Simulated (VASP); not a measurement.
# MoS2 (R3m) in VASP: further runs, part 2 of 2

VASP 6.6.1. Earlier steps stand in the parts before.

**5. Single point, r2SCAN+U**

This run uses another cell than the first one, of 19.02 Å³/atom.

The input, POSCAR:

```
MoS2
1.0
    1.5928580302      0.9196370125      6.4925563698
   -1.5928580302      0.9196370125      6.4925563698
    0.0000000000     -1.8392740250      6.4925563698
Mo S
1 2
Direct
    0.0001069471      0.0001069471      0.0001069471
    0.4131237400      0.4131237400      0.4131237400
    0.2537693129      0.2537693129      0.2537693129
```

The input, INCAR.step1:

```
SYSTEM = MoS2
PREC = Accurate
ENCUT = 520
ISMEAR = -1
SIGMA = 0.05
LREAL = .False.
LASPH = .True.
NELM = 150
LMAXMIX = 4
LDAU = .True.
LDAUTYPE = 2
LDAUL = 2 -1
LDAUU = 2 0
LDAUJ = 0 0
NBANDS = 20
GGA = PE
ALGO = Normal
EDIFF = 1E-4
LWAVE = .True.
LCHARG = .False.
```

The input, INCAR.step2:

```
SYSTEM = MoS2
PREC = Accurate
ENCUT = 520
EDIFF = 1E-7
ISMEAR = -1
SIGMA = 0.05
LREAL = .False.
LASPH = .True.
NELM = 150
ALGO = Normal
ISIF = 2
LWAVE = .False.
LCHARG = .False.
LMAXMIX = 4
LDAU = .True.
LDAUTYPE = 2
LDAUL = 2 -1
LDAUU = 2 0
LDAUJ = 0 0
LDAUPRINT = 1
METAGGA = R2SCAN
LMIXTAU = .True.
NBANDS = 20
ISTART = 1
```

The input, KPOINTS:

```
Automatic mesh
0
Gamma
  10 10 10
  0 0 0
```

Potentials or basis: VASP PAW PBE potentials, release 64 (Mo_sv, S).

Command:

```console
> cat potpaw_PBE.64/Mo_sv/POTCAR potpaw_PBE.64/S/POTCAR > POTCAR
> cp INCAR.step1 INCAR
> mpirun -np 1 vasp_std > vasp.out
> cp INCAR.step2 INCAR
> mpirun -np 1 vasp_std > vasp.out
```

OUTCAR:

```text
SYSTEM = MoS2
   PREC = Accurate
   ENCUT = 520
   EDIFF = 1E-7
   ISMEAR = -1
   LREAL = .False.
   LASPH = .True.
   NELM = 150
   ISIF = 2
   METAGGA = R2SCAN
   ISTART = 1

 ion  position               nearest neighbor table
   1  0.000  0.000  0.000-   3 2.41   3 2.41   3 2.41   2 2.41   2 2.41   2 2.41
   2  0.413  0.413  0.413-   1 2.41   1 2.41   1 2.41
   3  0.254  0.254  0.254-   1 2.41   1 2.41   1 2.41

  LATTYP: Found a trigonal (rhomboedric) cell.
 ALAT       =     6.7480528417
[... 782 lines left out ...]

  FORCE on cell =-STRESS in cart. coord.  units (eV):
  Direction    XX          YY          ZZ          XY          YZ          ZX
  --------------------------------------------------------------------------------------
  -------------------------------------------------------------------------------------
  Total        0.4139882      0.4139882      0.4419006      0.0000000      0.0000000      0.0000000
  in kB       11.6235313     11.6235313     12.4072255      0.0000000      0.0000000      0.0000000
  external PRESSURE =      11.8847627 kB  Pullay stress =       0.0000000 kB

 VOLUME and BASIS-vectors are now :
 -----------------------------------------------------------------------------
  energy-cutoff  :      520.00
  volume of cell :       57.06
      direct lattice vectors                 reciprocal lattice vectors
     1.592858030  0.919637012  6.492556370     0.313901170  0.181230925  0.051340845
    -1.592858030  0.919637012  6.492556370    -0.313901170  0.181230925  0.051340845
     0.000000000 -1.839274025  6.492556370     0.000000000 -0.362461850  0.051340845

 POSITION                                       TOTAL-FORCE (eV/Angst)
 -----------------------------------------------------------------------------------
      0.00000      0.00000      0.00208         0.000000      0.000000     -0.001080
      0.00000      0.00000      8.04669         0.000000     -0.000000      0.143991
      0.00000      0.00000      4.94283         0.000000     -0.000000     -0.142911
 -----------------------------------------------------------------------------------
    total drift:                                0.000000     -0.000000      0.000120

  FREE ENERGIE OF THE ION-ELECTRON SYSTEM (eV)
  ---------------------------------------------------
  free  energy   TOTEN  =       -42.6569976451 eV

  energy  without entropy=      -42.6569975625  energy(sigma->0) =      -42.65699760
```

OUTCAR.step1:

```text
SYSTEM = MoS2
   PREC = Accurate
   ENCUT = 520
   ISMEAR = -1
   LREAL = .False.
   LASPH = .True.
   NELM = 150
[... 779 lines left out ...]
      0.00000      0.00000      0.00208         0.000000      0.000000     -0.000454
      0.00000      0.00000      8.04669         0.000000      0.000000      0.277384
      0.00000      0.00000      4.94283         0.000000      0.000000     -0.276930
 -----------------------------------------------------------------------------------
    total drift:                                0.000000     -0.000000      0.000160

  FREE ENERGIE OF THE ION-ELECTRON SYSTEM (eV)
  ---------------------------------------------------
  free  energy   TOTEN  =       -19.4479974738 eV

  energy  without entropy=      -19.4479972920  energy(sigma->0) =      -19.44799738
```

OSZICAR.step1:

```text
N       E                     dE             d eps       ncg     rms          rms(c)
DAV:   1     0.186141924883E+03    0.18614E+03   -0.13329E+04  4688   0.122E+03
DAV:   2    -0.132166311030E+02   -0.19936E+03   -0.19380E+03  5564   0.313E+02
DAV:   3    -0.209993172410E+02   -0.77827E+01   -0.76988E+01  5816   0.578E+01
DAV:   4    -0.210952134027E+02   -0.95896E-01   -0.95840E-01  5740   0.672E+00
DAV:   5    -0.210967798163E+02   -0.15664E-02   -0.15663E-02  5900   0.835E-01    0.238E+01
DAV:   6    -0.198336961345E+02    0.12631E+01   -0.11818E+01  4932   0.208E+01    0.891E+00
DAV:   7    -0.195310325667E+02    0.30266E+00   -0.36645E+00  4788   0.113E+01    0.558E+00
DAV:   8    -0.194481409670E+02    0.82892E-01   -0.46345E-01  5312   0.418E+00    0.169E+00
DAV:   9    -0.194488934005E+02   -0.75243E-03   -0.17852E-02  5396   0.854E-01    0.515E-01
DAV:  10    -0.194479971256E+02    0.89627E-03   -0.79356E-03  5220   0.603E-01    0.145E-01
DAV:  11    -0.194479974738E+02   -0.34822E-06   -0.45350E-04  5368   0.147E-01
   1 F= -.19447997E+02 E0= -.19447997E+02  d E =-.181786E-06
```

It took 36 min on 1 thread of Oxide Virtual Turin-like, shared host; peak memory 0.43 GiB.

What came out:

```
Free energy            : -42.6570 eV
Pressure               : 1.2 GPa
Largest force          : 0.144 eV/Å
Band gap on the k mesh : 1.27 eV (least direct gap 1.98 eV)
```

Forces on the atoms (eV/Å):
```
Mo   0.000  0.000 -0.001
S    0.000  0.000  0.144
S    0.000  0.000 -0.143
```

Stress tensor (GPa, compression positive):
```
1.16 0.00 0.00
0.00 1.16 0.00
0.00 0.00 1.24
```

Eigenvalues of the final occupation matrices:
| site | spin | trace | eigenvalues |
| --- | --- | --- | --- |
| site 1 d | 1 | 1.96 | 0.38 0.38 0.39 0.39 0.42 |
| site 1 d | 2 | 1.96 | 0.38 0.38 0.39 0.39 0.42 |

Caveat: the PAW data sets were made with another functional, which shifts forces and pressure a little. A k mesh can miss the band edges.

**6. Single point, r2SCAN+U**

This run uses another cell than the first one, of 19.03 Å³/atom.

The input, POSCAR:

```
MoS2
1.0
    1.5932943386      0.9198889153      6.4909898534
   -1.5932943386      0.9198889153      6.4909898534
    0.0000000000     -1.8397778305      6.4909898534
Mo S
1 2
Direct
    0.0001064658      0.0001064658      0.0001064658
    0.4131220624      0.4131220624      0.4131220624
    0.2537714718      0.2537714718      0.2537714718
```

The input, INCAR.step1:

```
PREC = Accurate ; ENCUT = 520
ISMEAR = -1 ; SIGMA = 0.05
LREAL = False ; LASPH = True
NELM = 150 ; LMAXMIX = 4
LDAU = True ; LDAUTYPE = 2
LDAUL = 2 -1 ; LDAUU = 3 0
LDAUJ = 0 0 ; NBANDS = 20
GGA = PE ; ALGO = Normal
EDIFF = 1E-4 ; LWAVE = True
LCHARG = False
```

The input, INCAR.step2:

```
PREC = Accurate ; ENCUT = 520
EDIFF = 1E-6 ; ISMEAR = -1
SIGMA = 0.05 ; LREAL = False
LASPH = True ; NELM = 150
ALGO = Normal ; ISIF = 2
LWAVE = False ; LCHARG = False
LMAXMIX = 4 ; LDAU = True
LDAUTYPE = 2 ; LDAUL = 2 -1
LDAUU = 3 0 ; LDAUJ = 0 0
LDAUPRINT = 1 ; METAGGA = R2SCAN
LMIXTAU = True ; NBANDS = 20
ISTART = 1
```

The input, KPOINTS:

```
regular mesh
0
Gamma
  10 10 10
```

Potentials or basis: VASP PAW PBE potentials, release 64 (Mo_sv, S).

Command:

```console
> cat potpaw_PBE.64/Mo_sv/POTCAR potpaw_PBE.64/S/POTCAR > POTCAR
> cp INCAR.step1 INCAR
> mpirun -np 1 vasp_std > vasp.out
> cp INCAR.step2 INCAR
> mpirun -np 1 vasp_std > vasp.out
```

It took 33 min on 1 thread of Oxide Virtual Turin-like, shared host; peak memory 0.43 GiB.

Results (log left out):

| Property | Result |
| --- | --- |
| Free energy | -41.4695 eV |
| Pressure | 1.8 GPa |
| Largest force | 0.220 eV/Å |
| Band gap on the k mesh | 1.26 eV (least direct gap 1.95 eV) |

Forces in eV/Å, atoms in the order of the input:
```
Mo   0.000  0.000 -0.001
S    0.000  0.000  0.220
S    0.000  0.000 -0.219
```

Stress tensor (GPa, compression positive):
```
1.69 0.00 0.00
0.00 1.69 0.00
0.00 0.00 1.91
```

Levels at points of the mesh, in eV from the valence-band top:
```csv
k point,band 11,band 12,band 13,band 14,band 15,band 16
"(0.00, 0.00, 0.00)",-2.17,-1.55,-0.90,2.39,2.39,2.68
"(0.50, 0.00, 0.00)",-2.34,-1.67,-1.31,1.88,2.28,3.84
"(0.50, 0.50, 0.00)",-2.73,-1.76,-1.19,1.85,2.36,3.49
"(0.50, 0.50, 0.50)",-2.15,-2.15,0.00,2.43,2.43,2.61
```

Eigenvalues of the final occupation matrices:
```
    site  spin  trace               eigenvalues
site 1 d     1   1.94  0.37 0.37 0.39 0.39 0.42
site 1 d     2   1.94  0.37 0.37 0.39 0.39 0.42
```

Caveat: the PAW data sets were made with another functional, which shifts forces and pressure a little.

**7. Single point, r2SCAN+U**

This run uses another cell than the first one, of 19.03 Å³/atom.

The input, POSCAR:

```
MoS2
1.0
    1.5940888476      0.9203476253      6.4870929573
   -1.5940888476      0.9203476253      6.4870929573
    0.0000000000     -1.8406952506      6.4870929573
Mo S
1 2
Direct
    0.0001061966      0.0001061966      0.0001061966
    0.4131385023      0.4131385023      0.4131385023
    0.2537553011      0.2537553011      0.2537553011
```

The input, INCAR.step1:

```
SYSTEM = MoS2
ALGO = Normal
EDIFF = 1E-4
ENCUT = 520
GGA = PE
ISMEAR = -1
LASPH = .TRUE.
LCHARG = .FALSE.
LDAU = .TRUE.
LDAUJ = 0 0
LDAUL = 2 -1
LDAUTYPE = 2
LDAUU = 4 0
LMAXMIX = 4
LREAL = .FALSE.
LWAVE = .TRUE.
NBANDS = 20
NELM = 150
PREC = Accurate
SIGMA = 0.05
```

The input, INCAR.step2:

```
SYSTEM = MoS2
ALGO = Normal
EDIFF = 1E-7
ENCUT = 520
ISIF = 2
ISMEAR = -1
ISTART = 1
LASPH = .TRUE.
LCHARG = .FALSE.
LDAU = .TRUE.
LDAUJ = 0 0
LDAUL = 2 -1
LDAUPRINT = 1
LDAUTYPE = 2
LDAUU = 4 0
LMAXMIX = 4
LMIXTAU = .TRUE.
LREAL = .FALSE.
LWAVE = .FALSE.
METAGGA = R2SCAN
NBANDS = 20
NELM = 150
PREC = Accurate
SIGMA = 0.05
```

The input, KPOINTS:

```
k-points
0
G
  10 10 10
  0 0 0
```

Command:

```console
> cat potpaw_PBE.64/Mo_sv/POTCAR potpaw_PBE.64/S/POTCAR > POTCAR
> cp INCAR.step1 INCAR
> mpirun -np 1 vasp_std > vasp.out
> cp INCAR.step2 INCAR
> mpirun -np 1 vasp_std > vasp.out
```

Wall time 41 min (1 thread of Oxide Virtual Turin-like, shared host); peak memory 0.43 GiB.

It converged, with:

```yaml
Free_energy: -40.2856 eV
Pressure: 2.3 GPa
Largest_force: 0.298 eV/Å
Band_gap_on_the_k_mesh: 1.24 eV (least direct gap 1.91 eV)
```

Forces in eV/Å, atoms in the order of the input:
```
Mo   0.000  0.000 -0.001
S    0.000  0.000  0.298
S    0.000  0.000 -0.297
```

Stress tensor (GPa, compression positive):
```
2.22 0.00 0.00
0.00 2.22 0.00
0.00 0.00 2.60
```

Levels at points of the mesh, in eV from the valence-band top:
```tsv
k point	band 9	band 10	band 11	band 12	band 13	band 14	band 15	band 16	band 17	band 18
(0.00, 0.00, 0.00)	-3.32	-2.14	-2.14	-1.54	-0.90	2.41	2.41	2.69	2.69	5.97
(0.50, 0.00, 0.00)	-4.92	-3.87	-2.32	-1.67	-1.32	1.90	2.27	3.87	3.98	5.70
(0.50, 0.50, 0.00)	-4.71	-3.83	-2.70	-1.76	-1.20	1.88	2.36	3.52	4.22	6.37
(0.50, 0.50, 0.50)	-3.33	-3.17	-2.12	-2.12	0.00	2.46	2.46	2.62	2.62	6.10
```

Eigenvalues of the final occupation matrices:
| site | spin | trace | eigenvalues |
| --- | --- | --- | --- |
| site 1 d | 1 | 1.93 | 0.37 0.37 0.38 0.38 0.43 |
| site 1 d | 2 | 1.93 | 0.37 0.37 0.38 0.38 0.43 |

Caveat: the PAW data sets were made with another functional, which shifts forces and pressure a little.

**8. Summary**

```tsv
level	U	cell	k mesh	smearing	dipole correction	gap on the mesh (eV)	pressure (GPa)	largest force (eV/Å)
PBE+D2	-	a = 6.415 Å, angles 28.5°, 3 atoms, atomic positions A	7 × 7 × 7	gaussian 0.02 eV	-	1.08	4.4	0.51
PBE+TS	-	a = 6.415 Å, angles 28.5°, 3 atoms, atomic positions A	7 × 7 × 7	gaussian 0.02 eV	-	1.08	2.4	0.57
r2SCAN+U	Mo d U = 2.0 eV	a = 6.748 Å, angles 27.3°, 3 atoms, atomic positions B	10 × 10 × 10	fermi-dirac 0.05 eV	no	1.27	1.2	0.14
r2SCAN+U	Mo d U = 3.0 eV	a = 6.747 Å, angles 27.3°, 3 atoms, atomic positions B	10 × 10 × 10	fermi-dirac 0.05 eV	no	1.26	1.8	0.22
r2SCAN+U	Mo d U = 4.0 eV	a = 6.743 Å, angles 27.3°, 3 atoms, atomic positions B	10 × 10 × 10	fermi-dirac 0.05 eV	no	1.24	2.3	0.30
```

Alike in all rows: task single point; potentials or basis VASP PAW PBE potentials, release 64 (Mo_sv, S); no spin polarisation; cutoff (eV) 520.

Caveats: the PAW data sets were made with another functional, which shifts forces and pressure a little (at least some runs); the cell stands under pressure (at least some runs).

Absolute energies hang on the potentials; compare differences alone.
